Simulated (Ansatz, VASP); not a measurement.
**AlNi: VASP beside Ansatz**

```xyz
2
Lattice="2.8624 0.0000 0.0000 0.0000 2.8624 0.0000 0.0000 0.0000 2.9912" Properties=species:S:1:pos:R:3 pbc="T T T"
Al    1.4312    1.4312    1.4956
Ni    0.0000    0.0000    0.0000
```

Change from the starting cell: strain along c alone, the other axes held, atoms relaxed: +4.5 %.

Alike in both runs: task single point; functional PBEsol; k mesh 18 × 18 × 18; occupations gaussian, width 0.1 eV; no spin polarisation.

|  | VASP | Ansatz |
| --- | --- | --- |
| version | VASP 6.6.1 | Ansatz 0.2.0 |
| potentials or method | VASP PAW PBE potentials, release 64 (Al, Ni), cutoff 520 eV | scalar-relativistic, plane waves, PAW |
| valence electrons in the cell | 13 | 21 |

Ansatz gave:

```
gap on the k mesh at the Fermi level (eV)                     : none
pressure (GPa)                                                : -6.9
traceless stress, the component that is largest in VASP (GPa) : -1.70
```

Problem. Estimate VASP's values.

Solution. gap on the k mesh at the Fermi level (eV): none; pressure (GPa): -6.8; traceless stress, the component that is largest in VASP (GPa): -1.74.

VASP's potentials were made for PBE, not for PBEsol. A gap of «none» marks a metal or a gap that the smearing closes. VASP's potentials hold 13 valence electrons a cell and Ansatz's 21, so a difference there can come from the potentials and not from the codes.
